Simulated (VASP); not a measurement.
# Mg2NCl (P-3m1) in VASP: further runs, part 2 of 2

VASP 6.6.1. The steps go on from the part before.

## 6. Relaxation of cell and atoms, PBEsol

This run uses another cell than the first one, of 14.47 Å³/atom.

Contents of INCAR:

```
SYSTEM = Mg2NCl
  PREC = Accurate
  ENCUT = 600
  EDIFF = 1E-6
  ISMEAR = 0
  SIGMA = 0.02
  LREAL = .FALSE.
  LASPH = .TRUE.
  NELM = 60
  ALGO = Normal
  ISIF = 3
  LWAVE = .FALSE.
  LCHARG = .FALSE.
  GGA = PS
  IBRION = 2
  NSW = 100
  EDIFFG = -0.01
```

Contents of KPOINTS:

```
regular mesh
0
G
  12 12 4
  0 0 0
```

Contents of POSCAR:

```
Mg2NCl
1.0
    3.2608991660      0.0000000000      0.0000000000
   -1.6304495830      2.8240215169      0.0000000000
    0.0000000000      0.0000000000      6.2871470399
Mg N Cl
2 1 1
Direct
    0.3333333333      0.6666666667      0.3348672441
    0.6666666667      0.3333333333      0.6651327559
    0.0000000000      0.0000000000      0.5000000000
    0.0000000000      0.0000000000      0.0000000000
```

Potentials or basis: VASP PAW PBE potentials, release 64 (Mg, N, Cl).

Started as:

```console
$ cat potpaw_PBE.64/Mg/POTCAR potpaw_PBE.64/N/POTCAR potpaw_PBE.64/Cl/POTCAR > POTCAR
$ mpirun -np 1 vasp_std > vasp.out
```

OUTCAR:

```text
SYSTEM = Mg2NCl
   PREC = Accurate
   ENCUT = 600
   EDIFF = 1E-6
   ISMEAR = 0
   LREAL = .FALSE.
   LASPH = .TRUE.
   NELM = 60
   ISIF = 3
   GGA = PS
   IBRION = 2
   NSW = 100
   EDIFFG = -0.01

 ion  position               nearest neighbor table
   1  0.333  0.667  0.335-   3 2.15   3 2.15   3 2.15   2 2.80   2 2.80   2 2.80   4 2.82   4 2.82
                             4 2.82
   2  0.667  0.333  0.665-   3 2.15   3 2.15   3 2.15   1 2.80   1 2.80   1 2.80   4 2.82   4 2.82
                             4 2.82
   3  0.000  0.000  0.500-   1 2.15   2 2.15   1 2.15   2 2.15   2 2.15   1 2.15
   4  0.000  0.000  0.000-   1 2.82   2 2.82   1 2.82   2 2.82   2 2.82   1 2.82

  LATTYP: Found a hexagonal cell.
 ALAT       =     3.2608991660
 C/A-ratio  =     1.9280409236

  Lattice vectors:

 A1 = (   3.2608991660,   0.0000000000,   0.0000000000)
 A2 = (  -1.6304495830,   2.8240215169,   0.0000000000)
 A3 = (   0.0000000000,   0.0000000000,   6.2871470399)

Analysis of symmetry for initial positions (statically):
=====================================================================
 Subroutine PRICEL returns:
 Original cell was already a primitive cell.

 Routine SETGRP: Setting up the symmetry group for a
 hexagonal supercell.

 Subroutine GETGRP returns: Found 12 space group operations
 (whereof 12 operations were pure point group operations)
 out of a pool of 24 trial point group operations.

The static configuration has the point symmetry D_3d.

Analysis of symmetry for dynamics (positions and initial velocities):
=====================================================================
 Subroutine PRICEL returns:
 Original cell was already a primitive cell.

 Routine SETGRP: Setting up the symmetry group for a
 hexagonal supercell.

 Subroutine GETGRP returns: Found 12 space group operations
 (whereof 12 operations were pure point group operations)
 out of a pool of 24 trial point group operations.

The dynamic configuration has the point symmetry D_3d.

 Subroutine INISYM returns: Found 12 space group operations
 (whereof 12 operations are pure point group operations),
 and found     1 'primitive' translations

----------------------------------------------------------------------------------------

                                     Primitive cell

  volume of cell :      57.8974

  direct lattice vectors                    reciprocal lattice vectors
     3.260899166  0.000000000  0.000000000     0.306663883  0.177052475  0.000000000
    -1.630449583  2.824021517  0.000000000     0.000000000  0.354104951  0.000000000
     0.000000000  0.000000000  6.287147040     0.000000000  0.000000000  0.159054654

  length of vectors
     3.260899166  3.260899166  6.287147040     0.354104951  0.354104951  0.159054654

  position of ions in fractional coordinates (direct lattice)
     0.333333333  0.666666667  0.334867244
     0.666666667  0.333333333  0.665132756
     0.000000000  0.000000000  0.500000000
[... 128 lines left out ...]
  free energy    TOTEN  =       -18.42257050 eV

  energy without entropy =      -18.42257050  energy(sigma->0) =      -18.42257050

------------------------ aborting loop because EDIFF is reached ----------------------------------------

  FORCE on cell =-STRESS in cart. coord.  units (eV):
  Direction    XX          YY          ZZ          XY          YZ          ZX
  --------------------------------------------------------------------------------------
  -------------------------------------------------------------------------------------
  Total       -0.0629826     -0.0629826     -0.0957216     -0.0000000      0.0000000      0.0000000
  in kB       -1.7428988     -1.7428988     -2.6488752     -0.0000000      0.0000000      0.0000000
  external PRESSURE =      -2.0448909 kB  Pullay stress =       0.0000000 kB

 VOLUME and BASIS-vectors are now :
 -----------------------------------------------------------------------------
  energy-cutoff  :      600.00
  volume of cell :       57.90
      direct lattice vectors                 reciprocal lattice vectors
     3.260899166  0.000000000  0.000000000     0.306663883  0.177052475  0.000000000
    -1.630449583  2.824021517  0.000000000     0.000000000  0.354104951  0.000000000
     0.000000000  0.000000000  6.287147040     0.000000000  0.000000000  0.159054654

 POSITION                                       TOTAL-FORCE (eV/Angst)
 -----------------------------------------------------------------------------------
     -0.00000      1.88268      2.10536        -0.000000      0.000000      0.045476
      1.63045      0.94134      4.18179         0.000000      0.000000     -0.045476
      0.00000      0.00000      3.14357        -0.000000      0.000000      0.000000
      0.00000      0.00000      0.00000        -0.000000      0.000000      0.000000
 -----------------------------------------------------------------------------------
    total drift:                               -0.000000      0.000000      0.000000

  FREE ENERGIE OF THE ION-ELECTRON SYSTEM (eV)
  ---------------------------------------------------
  free  energy   TOTEN  =       -18.4225704987 eV

  energy  without entropy=      -18.4225704987  energy(sigma->0) =      -18.42257050

--------------------------------------- Ionic step        2  -------------------------------------------

 number of electron      16.0000002 magnetization

 Free energy of the ion-electron system (eV)
  ---------------------------------------------------
  ext. energy  EPLUGINS =         0.00000000
  ---------------------------------------------------
  free energy    TOTEN  =       -18.42274665 eV

  energy without entropy =      -18.42274665  energy(sigma->0) =      -18.42274665

 E-fermi :   4.0292     XC(G=0): -10.0381

 val. band max:        3.9313281792   @ k =   0.0000   0.0000   0.0000
 cond. band min:       5.5804753401   @ k =   0.0000   0.0000   0.0000
 fundamental gap:      1.6491471609
 Fermi energy:         4.0292385624

 k-point     1 :       0.0000    0.0000    0.0000
  band No.  band energies     occupation
      1     -12.2360      2.00000
      2      -9.0105      2.00000
      3      -2.3530      2.00000
      4       2.1830      2.00000
      5       2.1830      2.00000
      6       2.8234      2.00000
      7       3.9313      2.00000
      8       3.9313      2.00000
      9       5.5805      0.00000
     10      10.4085      0.00000
     11      10.6667      0.00000
     12      11.5916      0.00000
[... 331 lines left out ...]
 k-point    24 :       0.0000    0.1667    0.2500
  band No.  band energies     occupation
      1     -11.9997      2.00000
      2      -8.8406      2.00000
      3      -1.6478      2.00000
      4       0.8025      2.00000
      5       1.9431      2.00000
      6       2.1340      2.00000
      7       2.6166      2.00000
      8       3.6896      2.00000
      9       7.4985      0.00000
     10       9.2724      0.00000
     11      11.4170      0.00000
     12      12.1422      0.00000

 [... further k-points ...]

------------------------ aborting loop because EDIFF is reached ----------------------------------------

  FORCE on cell =-STRESS in cart. coord.  units (eV):
  Direction    XX          YY          ZZ          XY          YZ          ZX
  --------------------------------------------------------------------------------------
  -------------------------------------------------------------------------------------
  Total        0.0157217      0.0157217      0.0370557     -0.0000000     -0.0000000     -0.0000000
  in kB        0.4362265      0.4362265      1.0281783     -0.0000000     -0.0000000     -0.0000000
  external PRESSURE =       0.6335438 kB  Pullay stress =       0.0000000 kB

 VOLUME and BASIS-vectors are now :
 -----------------------------------------------------------------------------
  energy-cutoff  :      600.00
  volume of cell :       57.74
      direct lattice vectors                 reciprocal lattice vectors
     3.258422148 -0.000000000  0.000000000     0.306897006  0.177187069  0.000000000
    -1.629211074  2.821876356  0.000000000     0.000000000  0.354374138  0.000000000
     0.000000000  0.000000000  6.279888743    -0.000000000 -0.000000000  0.159238490

 POSITION                                       TOTAL-FORCE (eV/Angst)
 -----------------------------------------------------------------------------------
     -0.00000      1.88125      2.10512         0.000000      0.000000     -0.006954
      1.62921      0.94063      4.17477         0.000000      0.000000      0.006954
      3.25842     -0.00000      3.13994         0.000000      0.000000     -0.000000
      3.25842     -0.00000      0.00000         0.000000      0.000000     -0.000000
 -----------------------------------------------------------------------------------
    total drift:                                0.000000      0.000000      0.000000

  FREE ENERGIE OF THE ION-ELECTRON SYSTEM (eV)
  ---------------------------------------------------
  free  energy   TOTEN  =       -18.4227466518 eV

  energy  without entropy=      -18.4227466518  energy(sigma->0) =      -18.42274665

 reached required accuracy - stopping structural energy minimisation
```

OSZICAR:

```text
N       E                     dE             d eps       ncg     rms          rms(c)
DAV:   1     0.695060372808E+02    0.69506E+02   -0.72365E+03  1656   0.125E+03
DAV:   2    -0.156829290608E+02   -0.85189E+02   -0.76103E+02  2400   0.207E+02
[... 12 lines left out ...]
   1 F= -.18422570E+02 E0= -.18422570E+02  d E =-.184226E+02
       N       E                     dE             d eps       ncg     rms          rms(c)
DAV:   1    -0.184232259308E+02   -0.65499E-03   -0.10250E-02  1764   0.852E-01    0.143E-01
DAV:   2    -0.184227806839E+02    0.44525E-03   -0.13224E-03  1860   0.262E-01    0.358E-02
DAV:   3    -0.184227478969E+02    0.32787E-04   -0.10798E-04  1836   0.804E-02    0.213E-02
DAV:   4    -0.184227458495E+02    0.20474E-05   -0.65390E-06  1956   0.201E-02    0.166E-02
DAV:   5    -0.184227466518E+02   -0.80233E-06   -0.27421E-06  2008   0.154E-02
   2 F= -.18422747E+02 E0= -.18422747E+02  d E =-.176153E-03
```

It took 2.6 min on 1 thread of Oxide Virtual Turin-like, shared host; peak memory 0.21 GiB.

Results:

* Free energy: -18.4227 eV
* Relaxed volume: 14.44 Å³/atom
* Relaxed cell: a = 3.258 Å, b = 3.258 Å, c = 6.280 Å, α = 90.00°, β = 90.00°, γ = 120.00°
* Space group after relaxing (to 0.1 Å): P-3m1 (No. 164)
* Energy gained by relaxing: 0.0 meV/atom
* Ionic steps: 2
* Pressure after relaxing: 0.1 GPa
* Largest force after relaxing: 0.007 eV/Å
* Band gap on the k mesh: 1.65 eV

Forces in eV/Å, atoms in the order of the input:
```
Mg   0.000  0.000 -0.007
Mg   0.000  0.000  0.007
N    0.000  0.000  0.000
Cl   0.000  0.000  0.000
```

The path:
| step | energy change (eV) | largest force (eV/Å) | pressure (GPa) | volume (Å³) |
| --- | --- | --- | --- | --- |
| 1 | 0.0000 | 0.0455 | -0.20 | 57.90 |
| 2 | -0.0002 | 0.0070 | 0.06 | 57.74 |

Final structure:
```xyz
4
Lattice="3.2584 0.0000 0.0000 -1.6292 2.8219 0.0000 0.0000 0.0000 6.2799" Properties=species:S:1:pos:R:3 pbc="T T T"
Mg    0.0000    1.8813    2.1051
Mg    1.6292    0.9406    4.1748
N     3.2584    0.0000    3.1399
Cl    3.2584    0.0000    0.0000
```

Levels at points of the mesh, in eV from the valence-band top:
```
           k point  band 6  band 7  band 8  band 9  band 10  band 11
(0.00, 0.00, 0.00)   -1.11    0.00    0.00    1.65     6.48     6.74
(0.50, 0.00, 0.00)   -2.64   -0.78   -0.26    2.05     4.21     7.20
(0.00, 0.00, 0.50)   -1.73   -0.04   -0.04    3.77     4.18     8.34
(0.50, 0.00, 0.50)   -2.62   -1.45   -0.84    3.72     4.16     5.22
```

Caveat: the PAW data sets were made with another functional, which shifts forces and pressure a little.

## 7. Overview

| task | cell | k mesh | cutoff (eV) | smearing | gap on the mesh (eV) | pressure (GPa) | relaxed volume (Å³/atom) | largest force (eV/Å) |
| --- | --- | --- | --- | --- | --- | --- | --- | --- |
| single point | a = 3.238, b = 3.238, c = 5.880 Å, angles 90.0, 90.0, 120.0°, 4 atoms, atomic positions A | 6 × 6 × 4 | 520 | gaussian 0.1 eV | none | 10.9 | - | 6.74 |
| single point | a = 3.261, b = 3.261, c = 6.287 Å, angles 90.0, 90.0, 120.0°, 4 atoms, atomic positions B | 6 × 6 × 4 | 520 | gaussian 0.1 eV | 1.61 | -0.2 | - | 0.05 |
| relaxation of cell and atoms | relaxed from a = 3.238, b = 3.238, c = 5.880 Å, angles 90.0, 90.0, 120.0°, 4 atoms, atomic positions A | 6 × 6 × 4 | 600 | gaussian 0.1 eV | 1.64 | 0.0 | 14.45 | 0.01 |
| single point | a = 3.261, b = 3.261, c = 6.287 Å, angles 90.0, 90.0, 120.0°, 4 atoms, atomic positions B | 12 × 12 × 4 | 520 | gaussian 0.02 eV | 1.61 | -0.2 | - | 0.05 |
| relaxation of cell and atoms | relaxed from a = 3.261, b = 3.261, c = 6.287 Å, angles 90.0, 90.0, 120.0°, 4 atoms, atomic positions B | 12 × 12 × 4 | 600 | gaussian 0.02 eV | 1.65 | 0.1 | 14.44 | 0.01 |

Alike in all rows: level PBEsol; potentials or basis VASP PAW PBE potentials, release 64 (Mg, N, Cl); no spin polarisation.

Caveats: some runs use coarse meshes; the PAW data sets were made with another functional, which shifts forces and pressure a little.

Absolute energies hang on the potentials; compare differences alone.

The gap in the log of VASP goes by the Fermi energy; the results here count the filled bands.